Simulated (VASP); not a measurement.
# C (Cmmm) in VASP: notebook

Runs on C. Level: PBEsol. Tasks: single point.

All numbers are computed with VASP 6.6.1; they aren't measurements. Logs are shortened: lines on timing, memory, paths and dates and some standing lists are left out, and cuts for length are marked.

### Step 1. The cell of the first run

It takes space group Cmmm (No. 65, orthorhombic). The conventional cell has a = 4.230 Å, b = 8.719 Å, c = 2.500 Å, α = 90.00°, β = 90.00°, γ = 90.00°. Within 2.0 Å of C (site symmetry m) lie 4 C at 1.52 to 1.57 Å. Within 2.0 Å of C (site symmetry m) lie 4 C at 1.52 to 1.56 Å.

### Step 2. Single point, PBEsol

File INCAR:

```
SYSTEM = C
PREC = Accurate ; ENCUT = 520
EDIFF = 1E-7 ; ISMEAR = 0
SIGMA = 0.1 ; LREAL = .False.
LASPH = .True. ; NELM = 60
ALGO = Normal ; ISIF = 2
LWAVE = .False. ; LCHARG = .True.
GGA = PS ; LELF = .True.
LVHAR = .True. ; NBANDS = 26
```

File KPOINTS:

```
regular mesh
0
Gamma
  6 6 9
  0 0 0
```

File POSCAR:

```
C
1.0
    2.1152110000     -4.3593110000      0.0000000000
    2.1152110000      4.3593110000      0.0000000000
    0.0000000000      0.0000000000      2.4995960000
C
8
Direct
    0.6482150000      0.9813910000      0.0000000000
    0.3517850000      0.0186090000      0.0000000000
    0.0186090000      0.3517850000      0.0000000000
    0.9813910000      0.6482150000      0.0000000000
    0.4047290000      0.2263750000      0.5000000000
    0.5952710000      0.7736250000      0.5000000000
    0.7736250000      0.5952710000      0.5000000000
    0.2263750000      0.4047290000      0.5000000000
```

Potentials or basis: VASP PAW PBE potentials, release 64 (C).

On the command line:

```
$ cat potpaw_PBE.64/C/POTCAR > POTCAR
$ mpirun -np 1 vasp_std > vasp.out
```

OUTCAR:

```text
SYSTEM = C
   PREC = Accurate
   ENCUT = 520
   EDIFF = 1E-7
   ISMEAR = 0
   LREAL = .False.
   LASPH = .True.
   NELM = 60
   ISIF = 2
   GGA = PS

 ion  position               nearest neighbor table
   1  0.648  0.981  0.000-   6 1.52   6 1.52   2 1.55   3 1.57
   2  0.352  0.019  0.000-   5 1.52   5 1.52   1 1.55   4 1.57
   3  0.019  0.352  0.000-   8 1.52   8 1.52   4 1.55   1 1.57
   4  0.981  0.648  0.000-   7 1.52   7 1.52   3 1.55   2 1.57
   5  0.405  0.226  0.500-   2 1.52   2 1.52   8 1.56   7 1.56
   6  0.595  0.774  0.500-   1 1.52   1 1.52   7 1.56   8 1.56
   7  0.774  0.595  0.500-   4 1.52   4 1.52   6 1.56   5 1.56
   8  0.226  0.405  0.500-   3 1.52   3 1.52   5 1.56   6 1.56

  LATTYP: Found a base centered orthorhombic cell.
 ALAT       =     4.2304220000
 B/A-ratio  =     2.0609343465
 C/A-ratio  =     0.5908620937

  Lattice vectors:

 A1 = (   2.1152110000,  -4.3593110000,   0.0000000000)
 A2 = (   2.1152110000,   4.3593110000,   0.0000000000)
 A3 = (   0.0000000000,   0.0000000000,   2.4995960000)

Analysis of symmetry for initial positions (statically):
=====================================================================
 Subroutine PRICEL returns:
 Original cell was already a primitive cell.

 Routine SETGRP: Setting up the symmetry group for a
 base centered orthorhombic supercell.

 Subroutine GETGRP returns: Found  8 space group operations
 (whereof  8 operations were pure point group operations)
 out of a pool of  8 trial point group operations.

The static configuration has the point symmetry D_2h.

Analysis of symmetry for dynamics (positions and initial velocities):
=====================================================================
 Subroutine PRICEL returns:
 Original cell was already a primitive cell.

 Routine SETGRP: Setting up the symmetry group for a
 base centered orthorhombic supercell.

 Subroutine GETGRP returns: Found  8 space group operations
 (whereof  8 operations were pure point group operations)
 out of a pool of  8 trial point group operations.

The dynamic configuration has the point symmetry D_2h.

 Subroutine INISYM returns: Found  8 space group operations
 (whereof  8 operations are pure point group operations),
 and found     1 'primitive' translations

----------------------------------------------------------------------------------------

                                     Primitive cell

  volume of cell :      46.0969

  direct lattice vectors                    reciprocal lattice vectors
     2.115211000 -4.359311000  0.000000000     0.236383037 -0.114697024  0.000000000
     2.115211000  4.359311000  0.000000000     0.236383037  0.114697024  0.000000000
     0.000000000  0.000000000  2.499596000     0.000000000  0.000000000  0.400064650

  length of vectors
     4.845380271  4.845380271  2.499596000     0.262740076  0.262740076  0.400064650

  position of ions in fractional coordinates (direct lattice)
     0.648215000  0.981391000  0.000000000
     0.351785000  0.018609000  0.000000000
     0.018609000  0.351785000  0.000000000
     0.981391000  0.648215000  0.000000000
     0.404729000  0.226375000  0.500000000
     0.595271000  0.773625000  0.500000000
     0.773625000  0.595271000  0.500000000
     0.226375000  0.404729000  0.500000000

  ion indices of the primitive-cell ions
   primitive index   ion index
                 1           1
                 2           2
                 3           3
                 4           4
                 5           5
                 6           6
                 7           7
                 8           8

----------------------------------------------------------------------------------------

 KPOINTS: regular mesh

Automatic generation of k-mesh.
 Grid dimensions read from file:
 generate k-points for:    6    6    9

 Generating k-lattice:

  Cartesian coordinates                     Fractional coordinates (reciprocal lattice)
     0.039397173 -0.019116171  0.000000000     0.166666667  0.000000000  0.000000000
     0.039397173  0.019116171  0.000000000     0.000000000  0.166666667  0.000000000
     0.000000000  0.000000000  0.044451628     0.000000000  0.000000000  0.111111111

  Length of vectors
     0.043790013  0.043790013  0.044451628

  Shift w.r.t. Gamma in fractional coordinates (k-lattice)
     0.000000000  0.000000000  0.000000000

 Subroutine IBZKPT returns following result:
 ===========================================

 Found     65 irreducible k-points:

 Following reciprocal coordinates:
            Coordinates               Weight
  0.000000  0.000000  0.000000      1.000000
  0.166667  0.000000  0.000000      4.000000
  0.333333  0.000000  0.000000      4.000000
  0.500000  0.000000  0.000000      2.000000
  0.166667  0.166667  0.000000      2.000000
  0.333333  0.166667  0.000000      4.000000
[... 16 lines left out ...]
  0.333333  0.333333  0.111111      4.000000
  0.500000  0.333333  0.111111      8.000000
 [... further k-points ...]
   k-points           NKPTS =     65   k-points in BZ     NKDIM =     65   number of bands    NBANDS=     26
   number of dos      NEDOS =    301   number of ions     NIONS =      8
   total plane-waves  NPLWV =  25920
   dimension x,y,z NGX =    36 NGY =   36 NGZ =   20
   dimension x,y,z NGXF=    72 NGYF=   72 NGZF=   40
   ions per type =               8
   NGX,Y,Z   is equivalent  to a cutoff of  12.35, 12.35, 13.30 a.u.
   NGXF,Y,Z  is equivalent  to a cutoff of  24.70, 24.70, 26.60 a.u.
 SYSTEM =  C
   PREC   = accura    normal or accurate (medium, high low for compatibility)
   ISTART =      0    job   : 0-new  1-cont  2-samecut
   ICHARG =      2    charge: 1-file 2-atom 10-const
   ISPIN  =      1    spin polarized calculation?
   LNONCOLLINEAR =      F non collinear calculations
   LSORBIT =      F    spin-orbit coupling
   LASPH  =      T    aspherical Exc in radial PAW
   ENCUT  =  520.0 eV  38.22 Ry    6.18 a.u.   9.01  9.01  4.65*2*pi/ulx,y,z
   NELM   =     60;   NELMIN=  2; NELMDL= -5     # of ELM steps
   EDIFF  = 0.1E-06   stopping-criterion for ELM
   LREAL  =      F    real-space projection
   EDIFFG = 0.1E-05   stopping-criterion for IOM
   NSW    =      0    number of steps for IOM
   IBRION =     -1    ionic relax: 0-MD 1-quasi-New 2-CG
   NFREE  =      0    steps in history (QN), initial steepest desc. (CG)
   ISIF   =      2    stress and relaxation
   ISYM   =      2    0-nonsym 1-usesym 2-fastsym
   POTIM  = 0.5000    time-step for ionic-motion
   TEBEG  =    0.0;   TEEND  =   0.0 temperature during run
   PSTRESS=    0.0 pullay stress
   NELECT =      32.0000    total number of electrons
   NUPDOWN=      -1.0000    fix difference up-down
   EMIN   =  10.00;   EMAX   =-10.00  energy-range for DOS
   EFERMI =   0.00;   METHOD = LEGACY
   ISMEAR =     0;   SIGMA  =   0.10  broadening in eV -4-tet -1-fermi 0-gaus
   EFERMI_NEDOS =   21; number of points for ismear=-14 and -15
   IALGO  =     38    algorithm
   IMIX   =      4    mixing-type and parameters
     AMIX     =   0.40;   BMIX     =  1.00
     AMIX_MAG =   1.60;   BMIX_MAG =  1.00
  volume/ion in A,a.u.               =       5.76        38.88
  Fermi-wavevector in a.u.,A,eV,Ry     =   1.449554  2.739260 28.588650  2.101207
  Thomas-Fermi vector in A             =   2.567267
   LORBIT       =      0    0 simple, 1 ext, 2 COOP (PROOUT), +10 PAW based schemes
   GGA     = PS    functional components
   LHFCALC =     F    Hartree Fock is set to
   AEXX    =    0.0000 exact exchange contribution
   IVDW    =     0    specifies the selected vdW correction
   LEPSILON=     F    determine dielectric tensor
   LRPA    =     F    only Hartree local field effects (RPA)
 non-spin polarized calculation
 Gauss-broadening in eV      SIGMA  =   0.10
  energy-cutoff  :      520.00
  volume of cell :       46.10
 maximum number of plane-waves:      1257
   NGX = 17   NGY = 17   NGZ =  9

 number of electron      32.0000003 magnetization

 Free energy of the ion-electron system (eV)
  ---------------------------------------------------
  ext. energy  EPLUGINS =         0.00000000
  ---------------------------------------------------
  free energy    TOTEN  =       -75.91622443 eV

  energy without entropy =      -75.91622443  energy(sigma->0) =      -75.91622443

 E-fermi :  10.0730     XC(G=0): -13.2981

 val. band max:        9.6678815469   @ k =   0.5000   0.5000   0.0000
 cond. band min:      12.7664199121   @ k =   0.5000   0.5000   0.3333
 fundamental gap:      3.0985383652
 Fermi energy:        10.0729649498

 k-point     1 :       0.0000    0.0000    0.0000
  band No.  band energies     occupation
      1     -12.0449      2.00000
      2      -6.7797      2.00000
      3      -5.7548      2.00000
      4      -5.3806      2.00000
      5      -4.8018      2.00000
      6      -2.6715      2.00000
[... 18 lines left out ...]
     25      19.4879      0.00000
     26      19.9306      0.00000

 k-point     2 :       0.1667    0.0000    0.0000
  band No.  band energies     occupation
      1     -11.8289      2.00000
      2      -7.1834      2.00000
      3      -6.6358      2.00000
      4      -5.7968      2.00000
      5      -4.2907      2.00000
      6      -1.4877      2.00000
[... 18 lines left out ...]
     25      19.4551      0.00000
     26      21.2528      0.00000

 k-point     3 :       0.3333    0.0000    0.0000
  band No.  band energies     occupation
      1     -11.1977      2.00000
      2      -8.5294      2.00000
      3      -7.3349      2.00000
      4      -6.3156      2.00000
      5      -2.9131      2.00000
      6       0.4899      2.00000
[... 18 lines left out ...]
     25      20.1962      0.00000
     26      20.4606      0.00000

 k-point     4 :       0.5000    0.0000    0.0000
  band No.  band energies     occupation
      1     -10.4645      2.00000
      2      -9.6314      2.00000
      3      -7.4623      2.00000
      4      -6.5510      2.00000
      5      -1.4764      2.00000
      6      -0.4549      2.00000
[... 18 lines left out ...]
     25      18.7866      0.00000
     26      20.0343      0.00000

 k-point     5 :       0.1667    0.1667    0.0000
  band No.  band energies     occupation
      1     -11.3586      2.00000
      2      -7.7946      2.00000
      3      -7.6357      2.00000
      4      -6.1074      2.00000
      5      -4.0402      2.00000
      6       0.8602      2.00000
[... 18 lines left out ...]
     25      20.2655      0.00000
     26      20.9407      0.00000

 k-point     6 :       0.3333    0.1667    0.0000
  band No.  band energies     occupation
      1     -10.5509      2.00000
      2      -9.2538      2.00000
      3      -8.2969      2.00000
      4      -5.5958      2.00000
      5      -2.8354      2.00000
      6       1.0077      2.00000
[... 427 lines left out ...]
 k-point    21 :      -0.3333    0.1667    0.1111
  band No.  band energies     occupation
      1     -11.2674      2.00000
      2      -8.3886      2.00000
      3      -6.9640      2.00000
      4      -4.2999      2.00000
      5      -3.0228      2.00000
      6      -1.1771      2.00000
[... 18 lines left out ...]
     25      19.4591      0.00000
     26      20.6410      0.00000

 k-point    22 :      -0.1667    0.1667    0.1111
  band No.  band energies     occupation
      1     -11.6477      2.00000
      2      -7.7848      2.00000
      3      -5.6943      2.00000
      4      -4.5239      2.00000
      5      -3.7979      2.00000
      6      -2.4218      2.00000
[... 18 lines left out ...]
     25      20.2324      0.00000
     26      20.4327      0.00000

 k-point    23 :       0.3333    0.3333    0.1111
  band No.  band energies     occupation
      1      -9.8602      2.00000
      2      -9.6542      2.00000
      3      -8.5272      2.00000
      4      -3.9562      2.00000
      5      -2.0642      2.00000
      6      -0.4898      2.00000
[... 18 lines left out ...]
     25      18.9805      0.00000
     26      20.7869      0.00000

 k-point    24 :       0.5000    0.3333    0.1111
  band No.  band energies     occupation
      1     -10.6077      2.00000
      2      -9.6338      2.00000
      3      -7.2772      2.00000
      4      -3.0374      2.00000
      5      -2.7357      2.00000
      6      -0.2760      2.00000
[... 18 lines left out ...]
     25      19.7398      0.00000
     26      20.5116      0.00000

 [... further k-points ...]
[... 5 lines left out ...]
  --------------------------------------------------------------------------------------
  -------------------------------------------------------------------------------------
  Total        0.5057759      0.4432289      0.5431391      0.0000000      0.0000000      0.0000000
  in kB       17.5791281     15.4051983     18.8777532      0.0000000      0.0000000      0.0000000
  external PRESSURE =      17.2873598 kB  Pullay stress =       0.0000000 kB

 VOLUME and BASIS-vectors are now :
 -----------------------------------------------------------------------------
  energy-cutoff  :      520.00
  volume of cell :       46.10
      direct lattice vectors                 reciprocal lattice vectors
     2.115211000 -4.359311000  0.000000000     0.236383037 -0.114697024  0.000000000
     2.115211000  4.359311000  0.000000000     0.236383037  0.114697024  0.000000000
     0.000000000  0.000000000  2.499596000     0.000000000  0.000000000  0.400064650

 POSITION                                       TOTAL-FORCE (eV/Angst)
 -----------------------------------------------------------------------------------
      3.44696      1.45242      0.00000         0.033788      0.022807      0.000000
      0.78346     -1.45242      0.00000        -0.033788     -0.022807      0.000000
      0.78346      1.45242      0.00000        -0.033788      0.022807      0.000000
      3.44696     -1.45242      0.00000         0.033788     -0.022807      0.000000
      1.33492     -0.77750      1.24980        -0.054431     -0.024155      0.000000
      2.89550      0.77750      1.24980         0.054431      0.024155     -0.000000
      2.89550     -0.77750      1.24980         0.054431     -0.024155     -0.000000
      1.33492      0.77750      1.24980        -0.054431      0.024155      0.000000
 -----------------------------------------------------------------------------------
    total drift:                                0.000000      0.000000      0.000000

  FREE ENERGIE OF THE ION-ELECTRON SYSTEM (eV)
  ---------------------------------------------------
  free  energy   TOTEN  =       -75.9162244274 eV

  energy  without entropy=      -75.9162244274  energy(sigma->0) =      -75.91622443
```

Wall time 77 s (1 thread of Intel Xeon Platinum 8259CL at 2.50GHz (Skylake/Cascade Lake), shared host); peak memory 0.19 GiB.

Results:

```yaml
Free_energy: -75.9162 eV
Pressure: 1.7 GPa
Largest_force: 0.060 eV/Å
Band_gap_on_the_k_mesh: 3.10 eV, indirect (least direct gap 4.83 eV)
```

Forces in eV/Å, atoms in the order of the input:
```
C    0.034  0.023  0.000
C   -0.034 -0.023  0.000
C   -0.034  0.023  0.000
C    0.034 -0.023  0.000
C   -0.054 -0.024  0.000
C    0.054  0.024  0.000
C    0.054 -0.024  0.000
C   -0.054  0.024  0.000
```

Stress tensor (GPa, compression positive):
```
1.76 0.00 0.00
0.00 1.54 0.00
0.00 0.00 1.89
```

Caveat: the PAW data sets were made with another functional, which shifts forces and pressure a little.

(Continued in part 2 of 2.)
